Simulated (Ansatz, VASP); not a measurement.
## NbN in VASP and in Ansatz

File INCAR:

```
ALGO = Normal
EDIFF = 1E-6
ENCUT = 600
GGA = PE
GGA_COMPAT = F
ISIF = 2
ISMEAR = 0
ISPIN = 2
LASPH = T
LCHARG = F
LDAU = T
LDAUJ = 0 0
LDAUL = 2 -1
LDAUPRINT = 1
LDAUTYPE = 2
LDAUU = 8 0
LMAXMIX = 4
LORBIT = 11
LREAL = F
LWAVE = F
MAGMOM = 0 0 0 0
NBANDS = 30
NELM = 200
PREC = Accurate
SIGMA = 0.05
```

File KPOINTS:

```
k-points
0
Gamma
  7 7 7
```

File POSCAR:

```
NbN
1.0
    0.0000000000      2.1945007300      2.1945007300
    4.3890014600      2.1945007300      2.1945007300
    4.3890014600      4.3890014600      0.0000000000
Nb N
2 2
Direct
    0.5000000000      0.5000000000      0.0000000000
    0.5000000000      0.5000000000      0.5000000000
    0.0000000000      0.0000000000      0.0000000000
    0.0000000000      0.0000000000      0.5000000000
```

Input for Ansatz:

```yaml
crystal:
  lattice:
    - [0.0, 2.19450073, 2.19450073]
    - [4.38900146, 2.19450073, 2.19450073]
    - [4.38900146, 4.38900146, 0.0]
  atoms:
    - { symbol: Nb, position: [0.5, 0.5, 0.0], spin: 0.3 }
    - { symbol: "N", position: [0.0, 0.0, 0.0] }
    - { symbol: Nb, position: [0.5, 0.5, 0.5], spin: -0.3 }
    - { symbol: "N", position: [0.0, 0.0, 0.5] }
basis:
  ecutwfc: 420
  ecutrho_ratio: 4
kpoints:
  mp_grid: { grid: [7, 7, 7] }
hamiltonian:
  xc: pbe
  hubbard:
    sites:
      - { site: 0, l: d, u_eff: 8.0, starting_ns: [{ spin: up, occupation_matrix: s0up }, { spin: down, occupation_matrix: s0down }] }
      - { site: 2, l: d, u_eff: 8.0, starting_ns: [{ spin: up, occupation_matrix: s2up }, { spin: down, occupation_matrix: s2down }] }
    occupation_matrices:
      s0up:
        matrix:
          - [0.02, 0.0, 0.0, 0.0, 0.0]
          - [0.0, 0.495, 0.0, 0.475, 0.0]
          - [0.0, 0.0, 0.02, 0.0, 0.0]
          - [0.0, 0.475, 0.0, 0.495, 0.0]
          - [0.0, 0.0, 0.0, 0.0, 0.02]
      s0down:
        matrix:
          - [0.02, 0.0, 0.0, 0.0, 0.0]
          - [0.0, 0.02, 0.0, 0.0, 0.0]
          - [0.0, 0.0, 0.02, 0.0, 0.0]
          - [0.0, 0.0, 0.0, 0.25587, -0.41042]
          - [0.0, 0.0, 0.0, -0.41042, 0.73413]
      s2up:
        matrix:
          - [0.02, 0.0, 0.0, 0.0, 0.0]
          - [0.0, 0.97, 0.0, 0.0, 0.0]
          - [0.0, 0.0, 0.02, 0.0, 0.0]
          - [0.0, 0.0, 0.0, 0.02, 0.0]
          - [0.0, 0.0, 0.0, 0.0, 0.02]
      s2down:
        matrix:
          - [0.02, 0.0, 0.0, 0.0, 0.0]
          - [0.0, 0.02, 0.0, 0.0, 0.0]
          - [0.0, 0.0, 0.495, -0.475, 0.0]
          - [0.0, 0.0, -0.475, 0.495, 0.0]
          - [0.0, 0.0, 0.0, 0.0, 0.02]
    ns_hold: until_converged
scf:
  occupations: { method: gaussian, width: 0.05 }
  lower_state_search: "off"
  max_iter: 150
output:
  forces: true
  stress: true
  eigenvalues: true
  populations: true
  hubbard: { sites: [{ site: 0, l: d }, { site: 2, l: d }] }
magnetization:
  spin_polarized: true
```

Alike in both runs: task single point; functional PBE; k mesh 7 × 7 × 7; occupations gaussian, width 0.05 eV; collinear spin; Hubbard terms Nb d U = 8.0 eV.

```csv
,VASP,Ansatz
version,VASP 6.6.1,Ansatz 0.2.0
potentials or method,"VASP PAW PBE potentials, release 64 (Nb_sv, N), cutoff 600 eV","scalar-relativistic, plane waves, PAW"
valence electrons in the cell,36,36
```

Ansatz gave:

```
pressure (GPa) : 47.0
```

Problem. Which values does VASP return?

Solution. Pressure (GPa): 25.7.

The programs project onto different local orbitals, so the same U acts differently, and such runs can settle in different states. Ansatz's warnings: magnetization residual over threshold, specified occupation not kept, symmetry narrowed by occupation matrices.
